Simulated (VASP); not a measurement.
# GaAs (I4/mmm) in VASP: settings compared

The runs below take GaAs through single point, with PBE0, HSE06.

Everything below comes from runs of VASP 6.6.1. Logs are shortened: lines on timing, memory, paths and dates and some standing lists are left out, and cuts for length are marked.

**1. The cell of the first run**

Symmetry: I4/mmm, No. 139, tetragonal system. Conventional cell: a = 3.762 Å, b = 3.762 Å, c = 6.052 Å, α = 90.00°, β = 90.00°, γ = 90.00°. Within 3.5 Å of Ga (site symmetry 4/mmm) lie 6 As at 2.66 to 3.03 Å. Within 3.5 Å of As (site symmetry 4/mmm) lie 6 Ga at 2.66 to 3.03 Å.

**2. Single point, PBE0**

The input, POSCAR:

```
GaAs
1.0
   -1.8807739600      1.8807739600      3.0258508800
    1.8807739600     -1.8807739600      3.0258508800
    1.8807739600      1.8807739600     -3.0258508800
Ga As
1 1
Direct
    0.0000000000      0.0000000000      0.0000000000
    0.5000000000      0.5000000000      0.0000000000
```

The input, INCAR.step1:

```
SYSTEM = GaAs
PREC = Accurate
ENCUT = 520
EDIFF = 1E-5
ISMEAR = -1
SIGMA = 0.05
LREAL = .FALSE.
LASPH = .TRUE.
NELM = 60
ALGO = Normal
ISIF = 2
LWAVE = .TRUE.
NBANDS = 16
GGA = PE
```

The input, INCAR.step2:

```
SYSTEM = GaAs
PREC = Accurate
ENCUT = 520
EDIFF = 1E-6
ISMEAR = -1
SIGMA = 0.05
LREAL = .FALSE.
LASPH = .TRUE.
NELM = 60
ALGO = Normal
ISIF = 2
LWAVE = .FALSE.
LCHARG = .TRUE.
GGA = PE
LHFCALC = .TRUE.
AEXX = 0.25
PRECFOCK = Normal
LELF = .TRUE.
LVHAR = .TRUE.
NBANDS = 16
ISTART = 1
```

The input, KPOINTS:

```
regular mesh
0
G
  5 5 5
  0 0 0
```

Potentials or basis: VASP PAW PBE potentials, release 64 (Ga_d, As).

Started as:

```
$ cat potpaw_PBE.64/Ga_d/POTCAR potpaw_PBE.64/As/POTCAR > POTCAR
$ cp INCAR.step1 INCAR
$ mpirun -np 1 vasp_std > vasp.out
$ cp INCAR.step2 INCAR
$ mpirun -np 1 vasp_std > vasp.out
```

OUTCAR:

```text
SYSTEM = GaAs
   PREC = Accurate
   ENCUT = 520
   EDIFF = 1E-6
   ISMEAR = -1
   LREAL = .FALSE.
   LASPH = .TRUE.
   NELM = 60
   ISIF = 2
   GGA = PE
   LHFCALC = .TRUE.
   AEXX = 0.25
   PRECFOCK = Normal
   ISTART = 1

 ion  position               nearest neighbor table
   1  0.000  0.000  0.000-   2 2.66   2 2.66   2 2.66   2 2.66
   2  0.500  0.500  0.000-   1 2.66   1 2.66   1 2.66   1 2.66

  LATTYP: Found a body centered tetragonal cell.
 ALAT       =     3.7615479200
 C/A-ratio  =     1.6088328233

  Lattice vectors:

 A1 = (  -1.8807739600,   1.8807739600,   3.0258508800)
 A2 = (   1.8807739600,  -1.8807739600,   3.0258508800)
 A3 = (   1.8807739600,   1.8807739600,  -3.0258508800)

Analysis of symmetry for initial positions (statically):
=====================================================================
 Subroutine PRICEL returns:
 Original cell was already a primitive cell.

 Routine SETGRP: Setting up the symmetry group for a
 body centered tetragonal supercell.

 Subroutine GETGRP returns: Found 16 space group operations
 (whereof 16 operations were pure point group operations)
 out of a pool of 16 trial point group operations.

The static configuration has the point symmetry D_4h.

Analysis of symmetry for dynamics (positions and initial velocities):
=====================================================================
 Subroutine PRICEL returns:
 Original cell was already a primitive cell.

 Routine SETGRP: Setting up the symmetry group for a
 body centered tetragonal supercell.

 Subroutine GETGRP returns: Found 16 space group operations
 (whereof 16 operations were pure point group operations)
 out of a pool of 16 trial point group operations.

The dynamic configuration has the point symmetry D_4h.

 Subroutine INISYM returns: Found 16 space group operations
 (whereof 16 operations are pure point group operations),
 and found     1 'primitive' translations

----------------------------------------------------------------------------------------

                                     Primitive cell

  volume of cell :      42.8135

  direct lattice vectors                    reciprocal lattice vectors
    -1.880773960  1.880773960  3.025850880     0.000000000  0.265848002  0.165242776
     1.880773960 -1.880773960  3.025850880     0.265848002  0.000000000  0.165242776
     1.880773960  1.880773960 -3.025850880     0.265848002  0.265848002  0.000000000

  length of vectors
     4.028696430  4.028696430  4.028696430     0.313018107  0.313018107  0.375965850

  position of ions in fractional coordinates (direct lattice)
     0.000000000  0.000000000  0.000000000
     0.500000000  0.500000000  0.000000000

  ion indices of the primitive-cell ions
   primitive index   ion index
                 1           1
                 2           2

----------------------------------------------------------------------------------------

 KPOINTS: regular mesh

Automatic generation of k-mesh.
 Grid dimensions read from file:
 generate k-points for:    5    5    5

 Generating k-lattice:

  Cartesian coordinates                     Fractional coordinates (reciprocal lattice)
     0.000000000  0.053169600  0.033048555     0.200000000  0.000000000  0.000000000
     0.053169600  0.000000000  0.033048555     0.000000000  0.200000000  0.000000000
     0.053169600  0.053169600  0.000000000     0.000000000  0.000000000  0.200000000

  Length of vectors
     0.062603621  0.062603621  0.075193170

  Shift w.r.t. Gamma in fractional coordinates (k-lattice)
     0.000000000  0.000000000  0.000000000

 Subroutine IBZKPT returns following result:
 ===========================================

 Found     18 irreducible k-points:

 Following reciprocal coordinates:
            Coordinates               Weight
  0.000000  0.000000  0.000000      1.000000
  0.200000  0.000000  0.000000      8.000000
  0.400000 -0.000000  0.000000      8.000000
  0.200000  0.200000  0.000000      8.000000
  0.400000  0.200000  0.000000     16.000000
 -0.400000  0.200000 -0.000000     16.000000
[... 10 lines left out ...]
 -0.400000  0.400000  0.400000      4.000000
 -0.400000 -0.400000  0.400000      2.000000
   k-points           NKPTS =     18   k-points in BZ     NKDIM =    125   number of bands    NBANDS=     16
   number of dos      NEDOS =    301   number of ions     NIONS =      2
   total plane-waves  NPLWV =  27000
   dimension x,y,z NGX =    30 NGY =   30 NGZ =   30
   dimension x,y,z NGXF=    60 NGYF=   60 NGZF=   60
   ions per type =               1   1
   NGX,Y,Z   is equivalent  to a cutoff of  12.38, 12.38, 12.38 a.u.
   NGXF,Y,Z  is equivalent  to a cutoff of  24.76, 24.76, 24.76 a.u.
 SYSTEM =  GaAs
   PREC   = accura    normal or accurate (medium, high low for compatibility)
   ISTART =      1    job   : 0-new  1-cont  2-samecut
   ICHARG =      0    charge: 1-file 2-atom 10-const
   ISPIN  =      1    spin polarized calculation?
   LNONCOLLINEAR =      F non collinear calculations
   LSORBIT =      F    spin-orbit coupling
   LASPH  =      T    aspherical Exc in radial PAW
   ENCUT  =  520.0 eV  38.22 Ry    6.18 a.u.   7.49  7.49  7.49*2*pi/ulx,y,z
   NELM   =     60;   NELMIN=  2; NELMDL=  0     # of ELM steps
   EDIFF  = 0.1E-05   stopping-criterion for ELM
   LREAL  =      F    real-space projection
   EDIFFG = 0.1E-04   stopping-criterion for IOM
   NSW    =      0    number of steps for IOM
   IBRION =     -1    ionic relax: 0-MD 1-quasi-New 2-CG
   NFREE  =      0    steps in history (QN), initial steepest desc. (CG)
   ISIF   =      2    stress and relaxation
   ISYM   =      3    0-nonsym 1-usesym 2-fastsym
   POTIM  = 0.5000    time-step for ionic-motion
   TEBEG  =    0.0;   TEEND  =   0.0 temperature during run
   PSTRESS=    0.0 pullay stress
   NELECT =      18.0000    total number of electrons
   NUPDOWN=      -1.0000    fix difference up-down
   EMIN   =  10.00;   EMAX   =-10.00  energy-range for DOS
   EFERMI =   0.00;   METHOD = LEGACY
   ISMEAR =    -1;   SIGMA  =   0.05  broadening in eV -4-tet -1-fermi 0-gaus
   EFERMI_NEDOS =   21; number of points for ismear=-14 and -15
   IALGO  =     38    algorithm
   IMIX   =      1    mixing-type and parameters
     AMIX     =   0.40;   BMIX     =  1.00
     AMIX_MAG =   1.60;   BMIX_MAG =  1.00
  volume/ion in A,a.u.               =      21.41       144.46
  Fermi-wavevector in a.u.,A,eV,Ry     =   1.226419  2.317595 20.464561  1.504103
  Thomas-Fermi vector in A             =   2.361420
   LORBIT       =      0    0 simple, 1 ext, 2 COOP (PROOUT), +10 PAW based schemes
   GGA     = PE    functional components
   LHFCALC =     T    Hartree Fock is set to
   PRECFOCK=normal    Normal, Fast or Accurate (Low or Medium for compatibility)
   ENCUT4O =  -1.0   cutoff for four orbital integrals eV
   NKREDX  =     1    reduce k-point grid by
   NKREDY  =     1    reduce k-point grid by
   NKREDZ  =     1    reduce k-point grid by
   AEXX    =    0.2500 exact exchange contribution
   HFSCREEN=    0.0000 screening length (either q_TF or 0.3 A-1)
   HFSCREENC=   0.0000 screening length for correlation (either q_TF or 0.3 A-1)
   ENCUTFOCK=  -1.0 apply spherical cutoff to Coloumb kernel
   IVDW    =     0    specifies the selected vdW correction
   LEPSILON=     F    determine dielectric tensor
   LRPA    =     F    only Hartree local field effects (RPA)
 non-spin polarized calculation
  energy-cutoff  :      520.00
  volume of cell :       42.81
 maximum number of plane-waves:      1175
 NGX is ok and might be reduce to    30
  NGX = 24; NGY = 24; NGZ = 24

 number of electron      18.0000010 magnetization

 Free energy of the ion-electron system (eV)
  ---------------------------------------------------
  ext. energy  EPLUGINS =         0.00000000
  ---------------------------------------------------
  free energy    TOTEN  =        -9.58607239 eV

  energy without entropy =       -9.58239632  energy(sigma->0) =       -9.58423436

 E-fermi :   4.4854     XC(G=0):  -8.0418

 val. band max:        4.0746271618   @ k =  -0.4000   0.4000   0.4000
 cond. band min:       4.5407018175   @ k =   0.2000   0.0000   0.0000
 fundamental gap:      0.4660746556
 Fermi energy:         4.4853819962

 k-point     1 :       0.0000    0.0000    0.0000
  band No.  band energies     occupation
      1     -13.9872      2.00000
      2     -13.9475      2.00000
      3     -13.9368      2.00000
      4     -13.9368      2.00000
      5     -13.9327      2.00000
      6     -10.2237      2.00000
[... 8 lines left out ...]
     15      13.3039      0.00000
     16      14.0967      0.00000

 k-point     2 :       0.2000    0.0000    0.0000
  band No.  band energies     occupation
      1     -13.9848      2.00000
      2     -13.9582      2.00000
      3     -13.9384      2.00000
      4     -13.9324      2.00000
      5     -13.9244      2.00000
      6      -9.6998      2.00000
[... 8 lines left out ...]
     15      13.6239      0.00000
     16      13.9002      0.00000

 k-point     3 :       0.4000   -0.0000    0.0000
  band No.  band energies     occupation
      1     -13.9850      2.00000
      2     -13.9761      2.00000
      3     -13.9417      2.00000
      4     -13.9249      2.00000
      5     -13.9079      2.00000
      6      -8.3855      2.00000
[... 8 lines left out ...]
     15      16.5914      0.00000
     16      17.3288      0.00000

 k-point     4 :       0.2000    0.2000    0.0000
  band No.  band energies     occupation
      1     -13.9878      2.00000
      2     -13.9732      2.00000
      3     -13.9349      2.00000
      4     -13.9308      2.00000
      5     -13.9179      2.00000
      6      -8.9378      2.00000
[... 8 lines left out ...]
     15      15.6676      0.00000
     16      18.0141      0.00000
[... 210 lines left out ...]
 k-point    16 :      -0.2000   -0.2000    0.2000
  band No.  band energies     occupation
      1     -14.0079      2.00000
      2     -13.9454      2.00000
      3     -13.9357      2.00000
      4     -13.9300      2.00000
      5     -13.9300      2.00000
      6      -9.6740      2.00000
[... 8 lines left out ...]
     15      15.4956      0.00000
     16      15.4956      0.00000

 k-point    17 :      -0.4000    0.4000    0.4000
  band No.  band energies     occupation
      1     -14.0328      2.00000
      2     -13.9535      2.00000
      3     -13.9319      2.00000
      4     -13.9235      2.00000
      5     -13.9180      2.00000
      6      -7.8747      2.00000
[... 8 lines left out ...]
     15      19.2249      0.00000
     16      19.3173      0.00000

 k-point    18 :      -0.4000   -0.4000    0.4000
  band No.  band energies     occupation
      1     -14.0452      2.00000
      2     -13.9421      2.00000
      3     -13.9407      2.00000
      4     -13.9185      2.00000
      5     -13.9185      2.00000
      6      -8.4189      2.00000
[... 8 lines left out ...]
     15      18.3755      0.00000
     16      19.7257      0.00000

------------------------ aborting loop because EDIFF is reached ----------------------------------------

  FORCE on cell =-STRESS in cart. coord.  units (eV):
  Direction    XX          YY          ZZ          XY          YZ          ZX
  --------------------------------------------------------------------------------------
  -------------------------------------------------------------------------------------
  Total       -1.2353675     -1.2353675     -2.3766722      0.0000000     -0.0000000      0.0000000
  in kB      -46.2302285    -46.2302285    -88.9404138      0.0000000     -0.0000000      0.0000000
  external PRESSURE =     -60.4669569 kB  Pullay stress =       0.0000000 kB

 VOLUME and BASIS-vectors are now :
 -----------------------------------------------------------------------------
  energy-cutoff  :      520.00
  volume of cell :       42.81
      direct lattice vectors                 reciprocal lattice vectors
    -1.880773960  1.880773960  3.025850880     0.000000000  0.265848002  0.165242776
     1.880773960 -1.880773960  3.025850880     0.265848002  0.000000000  0.165242776
     1.880773960  1.880773960 -3.025850880     0.265848002  0.265848002  0.000000000

 POSITION                                       TOTAL-FORCE (eV/Angst)
 -----------------------------------------------------------------------------------
      0.00000      0.00000      0.00000        -0.000000      0.000000     -0.000000
      0.00000      0.00000      3.02585         0.000000     -0.000000      0.000000
 -----------------------------------------------------------------------------------
    total drift:                                0.000000      0.000002      0.000000

  FREE ENERGIE OF THE ION-ELECTRON SYSTEM (eV)
  ---------------------------------------------------
  free  energy   TOTEN  =        -9.5860723933 eV

  energy  without entropy=       -9.5823963195  energy(sigma->0) =       -9.58423436
```

Wall time 33 min (1 thread of Intel Xeon Platinum 8259CL at 2.50GHz (Skylake/Cascade Lake), shared host); peak memory 0.19 GiB.

Results:

```yaml
Free_energy: -9.5861 eV
Pressure: -6.0 GPa
Band_gap_on_the_k_mesh: zero (bands 9 and 10 overlap by 3.42 eV)
```

Stress tensor (GPa, compression positive):
```
-4.62  0.00  0.00
 0.00 -4.62  0.00
 0.00  0.00 -8.89
```

Levels at points of the mesh, in eV from the Fermi level:
```tsv
k point	band 6	band 7	band 8	band 9	band 10	band 11	band 12	band 13
(0.00, 0.00, 0.00)	-14.71	-1.18	-1.18	-0.89	0.93	5.83	7.25	8.40
```

Caveat: the k points lie up to 0.39 Å⁻¹ apart, too coarse for converged energies and pressures of a metal; the PAW data sets were made with another functional, which shifts forces and pressure a little.

**3. Single point, HSE06**

POSCAR is that of step 2.

The input, INCAR.step1:

```
PREC     = Accurate       # precision mode
ENCUT    = 520            # plane-wave cutoff, eV
EDIFF    = 1E-5           # SCF threshold, eV
ISMEAR   = -1             # smearing method
SIGMA    = 0.05           # smearing width, eV
LREAL    = False          # projectors in reciprocal space
LASPH    = True           # aspherical terms in the spheres
NELM     = 80             # most SCF steps
ALGO     = Normal         # electronic algorithm
ISIF     = 2              # what is computed and relaxed
LWAVE    = True           # write WAVECAR
LCHARG   = False          # write CHGCAR
NBANDS   = 16             # bands
GGA      = PE             # functional
```

The input, INCAR.step2:

```
PREC     = Accurate       # precision mode
ENCUT    = 520            # plane-wave cutoff, eV
EDIFF    = 1E-6           # SCF threshold, eV
ISMEAR   = -1             # smearing method
SIGMA    = 0.05           # smearing width, eV
LREAL    = False          # projectors in reciprocal space
LASPH    = True           # aspherical terms in the spheres
NELM     = 80             # most SCF steps
ALGO     = Normal         # electronic algorithm
ISIF     = 2              # what is computed and relaxed
LWAVE    = False          # write WAVECAR
LCHARG   = False          # write CHGCAR
GGA      = PE             # functional
LHFCALC  = True           # exact exchange
HFSCREEN = 0.2079         # screening, 1/A
PRECFOCK = Normal       
NBANDS   = 16             # bands
ISTART   = 1
```

The input, KPOINTS:

```
regular mesh
0
Gamma
  5 5 5
```

Potentials or basis: VASP PAW PBE potentials, release 64 (Ga_d, As).

Started as:

```
$ cat potpaw_PBE.64/Ga_d/POTCAR potpaw_PBE.64/As/POTCAR > POTCAR
$ cp INCAR.step1 INCAR
$ mpirun -np 1 vasp_std > vasp.out
$ cp INCAR.step2 INCAR
$ mpirun -np 1 vasp_std > vasp.out
```

OUTCAR:

```text
PREC = Accurate
   ENCUT = 520
   EDIFF = 1E-6
   ISMEAR = -1
   LREAL = False
   LASPH = True
   NELM = 80
   ISIF = 2
   GGA = PE
   LHFCALC = True
   HFSCREEN = 0.2079
   PRECFOCK = Normal
   ISTART = 1

 ion  position               nearest neighbor table
   1  0.000  0.000  0.000-   2 2.66   2 2.66   2 2.66   2 2.66
   2  0.500  0.500  0.000-   1 2.66   1 2.66   1 2.66   1 2.66

  LATTYP: Found a body centered tetragonal cell.
[... 531 lines left out ...]
     16      19.3270      0.00000

------------------------ aborting loop because EDIFF is reached ----------------------------------------

  FORCE on cell =-STRESS in cart. coord.  units (eV):
  Direction    XX          YY          ZZ          XY          YZ          ZX
  --------------------------------------------------------------------------------------
  -------------------------------------------------------------------------------------
  Total       -1.2250710     -1.2250710     -2.2275336      0.0000000     -0.0000000      0.0000000
  in kB      -45.8449081    -45.8449081    -83.3593132      0.0000000     -0.0000000      0.0000000
  external PRESSURE =     -58.3497098 kB  Pullay stress =       0.0000000 kB

 VOLUME and BASIS-vectors are now :
 -----------------------------------------------------------------------------
  energy-cutoff  :      520.00
  volume of cell :       42.81
      direct lattice vectors                 reciprocal lattice vectors
    -1.880773960  1.880773960  3.025850880     0.000000000  0.265848002  0.165242776
     1.880773960 -1.880773960  3.025850880     0.265848002  0.000000000  0.165242776
     1.880773960  1.880773960 -3.025850880     0.265848002  0.265848002  0.000000000

 POSITION                                       TOTAL-FORCE (eV/Angst)
 -----------------------------------------------------------------------------------
      0.00000      0.00000      0.00000        -0.000000     -0.000000      0.000000
      0.00000      0.00000      3.02585         0.000000      0.000000      0.000000
 -----------------------------------------------------------------------------------
    total drift:                               -0.000004     -0.000019     -0.000000

  FREE ENERGIE OF THE ION-ELECTRON SYSTEM (eV)
  ---------------------------------------------------
  free  energy   TOTEN  =        -8.7420355454 eV

  energy  without entropy=       -8.7348489542  energy(sigma->0) =       -8.73844225
```

OSZICAR.step1:

```text
N       E                     dE             d eps       ncg     rms          rms(c)
DAV:   1     0.844601421053E+02    0.84460E+02   -0.91919E+03   584   0.162E+03
DAV:   2    -0.129224705639E+01   -0.85752E+02   -0.82573E+02   664   0.317E+02
DAV:   3    -0.745204738290E+01   -0.61598E+01   -0.61199E+01   720   0.635E+01
DAV:   4    -0.754008975780E+01   -0.88042E-01   -0.88032E-01   664   0.838E+00
DAV:   5    -0.754126678330E+01   -0.11770E-02   -0.11770E-02   728   0.908E-01    0.217E+00
DAV:   6    -0.743018732767E+01    0.11108E+00   -0.19771E-01   784   0.720E+00    0.122E+00
DAV:   7    -0.742534223555E+01    0.48451E-02   -0.32121E-02   696   0.124E+00    0.490E-01
DAV:   8    -0.742576929620E+01   -0.42706E-03   -0.45597E-03   696   0.847E-01    0.708E-02
DAV:   9    -0.742584545754E+01   -0.76161E-04   -0.52700E-04   760   0.342E-01    0.450E-02
DAV:  10    -0.742584307424E+01    0.23833E-05   -0.25019E-05   640   0.470E-02
   1 F= -.74258431E+01 E0= -.74218662E+01  d E =-.795370E-02
```

Run time: 34 min. Hardware: 1 thread of Intel Xeon Platinum 8259CL at 2.50GHz (Skylake/Cascade Lake), shared host; peak memory 0.29 GiB.

Results:

```yaml
Free_energy: -8.7420 eV
Pressure: -5.8 GPa
Band_gap_on_the_k_mesh: zero (bands 9 and 10 overlap by 2.80 eV)
```

Stress tensor (GPa, compression positive):
```
-4.58  0.00  0.00
 0.00 -4.58  0.00
 0.00  0.00 -8.34
```

Levels at points of the mesh, in eV from the Fermi level:
| k point | band 7 | band 8 | band 9 | band 10 | band 11 | band 12 |
| --- | --- | --- | --- | --- | --- | --- |
| (0.00, 0.00, 0.00) | -0.76 | -0.76 | -0.54 | 0.71 | 5.52 | 6.95 |

Caveat: the k points lie up to 0.39 Å⁻¹ apart, too coarse for converged energies and pressures of a metal; the PAW data sets were made with another functional, which shifts forces and pressure a little.

The gap in the log of VASP goes by the Fermi energy; the results here count the filled bands.